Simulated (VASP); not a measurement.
## WC: single point with PBE

Crystal: WC.

```
CELL_PARAMETERS angstrom
3.15551 0.00000 0.00000
-1.57776 2.73275 0.00000
0.00000 0.00000 2.96096
ATOMIC_POSITIONS crystal
W 0.00000 0.00000 0.00000
C 0.66667 0.33333 0.50000
```

This cell differs from its parent crystal: strain +0.080 along x and y, +0.040 along z.

- Program: VASP 6.6.1
- Task: single point
- Functional: PBE
- Potentials or basis: VASP PAW PBE potentials, release 64 (W_sv, C)
- Cutoff: 520 eV
- k mesh: 24 × 24 × 22
- Occupations: gaussian, width 0.15 eV
- Spin: no spin polarisation
- Dipole correction: no
- Further INCAR settings: ALGO = Normal; EDIFF = 1e-06; NBANDS = 16

The pressure is -47.3 GPa. The band gap on the k mesh is zero (band 9 reaches 9.09 eV, above the bottom of band 10 at 7.97 eV).

Stress tensor (GPa, compression positive):
```
-50.22   0.00   0.00
  0.00 -50.22   0.00
  0.00   0.00 -41.59
```

Levels at points of the mesh, in eV from the Fermi level:
| k point | band 7 | band 8 | band 9 | band 10 | band 11 | band 12 |
| --- | --- | --- | --- | --- | --- | --- |
| (0.00, 0.00, 0.00) | -2.81 | -2.81 | 0.42 | 2.41 | 2.41 | 4.56 |
| (0.50, 0.00, 0.00) | -2.73 | -2.47 | -0.60 | 1.86 | 3.19 | 3.26 |
| (0.00, 0.00, 0.50) | -1.85 | -1.85 | -0.39 | -0.39 | 3.36 | 3.78 |
| (0.50, 0.00, 0.50) | -3.60 | -3.59 | 0.13 | 3.03 | 3.98 | 4.81 |

Run time: 3.7 min on 1 thread of Intel Xeon 8259CL (shared host), peak memory 0.39 GiB.

Caveat: the cell differs from its parent crystal (strain +0.080 along x and y, +0.040 along z); spin-orbit coupling is left out, which moves the levels of the heavy elements.
